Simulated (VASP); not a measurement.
Set up this calculation in VASP 6.6.1, as the native input.

```
Task                   : relaxation of cell and atoms
Functional             : PBEsol
Potentials or basis    : VASP PAW PBE potentials, release 64 (Mg, H)
Cutoff                 : 600 eV
k mesh                 : 6 × 6 × 8
Occupations            : gaussian, width 0.02 eV
Spin                   : no spin polarisation
Dipole correction      : no
Further INCAR settings : ALGO = Normal; EDIFF = 1e-06; IBRION = 2; EDIFFG = -0.005; NSW = 100; ISIF = 3
```

The structure of MgH2 lies in POSCAR:

```
MgH2
1.0
    4.5168000000      0.0000000000      0.0000000000
    0.0000000000      4.5168000000      0.0000000000
    0.0000000000      0.0000000000      3.0205000000
Mg H
2 4
Direct
    0.0000000000      0.0000000000      0.0000000000
    0.5000000000      0.5000000000      0.5000000000
    0.3060000000      0.3060000000      0.0000000000
    0.1940000000      0.8060000000      0.5000000000
    0.6940000000      0.6940000000      0.0000000000
    0.8060000000      0.1940000000      0.5000000000
```

These files were run (other wordings do the same):

INCAR

```
PREC = Accurate ; ENCUT = 600
EDIFF = 1E-6 ; ISMEAR = 0
SIGMA = 0.02 ; LREAL = F
LASPH = T ; NELM = 100
ALGO = Normal ; ISIF = 3
LWAVE = F ; LCHARG = F
GGA = PS ; IBRION = 2
NSW = 100 ; EDIFFG = -0.005
```

KPOINTS

```
Automatic mesh
0
Gamma
  6 6 8
```

Potentials or basis: VASP PAW PBE potentials, release 64 (Mg, H).

The run is started by

```bash
$ cat potpaw_PBE.64/Mg/POTCAR potpaw_PBE.64/H/POTCAR > POTCAR
$ mpirun -np 1 vasp_std > vasp.out
```

It gave:

```json
{
  "Relaxed volume": "10.02 Å³/atom",
  "Relaxed cell": "a = 4.473 Å, b = 4.473 Å, c = 3.005 Å, α = 90.00°, β = 90.00°, γ = 90.00°",
  "Space group after relaxing (to 0.05 Å)": "P4_2/mnm (No. 136)",
  "Energy gained by relaxing": "1.1 meV/atom",
  "Ionic steps": "6",
  "Pressure after relaxing": "0.0 GPa",
  "Band gap on the k mesh": "3.58 eV, indirect (least direct gap 4.41 eV)"
}
```

Caveat: the PAW data sets were made with another functional, which shifts forces and pressure a little.

It took 52 s on 1 thread of AMD EPYC 7R43 64-Core Processor (Zen 3), with other jobs on the host, peak memory 0.16 GiB.
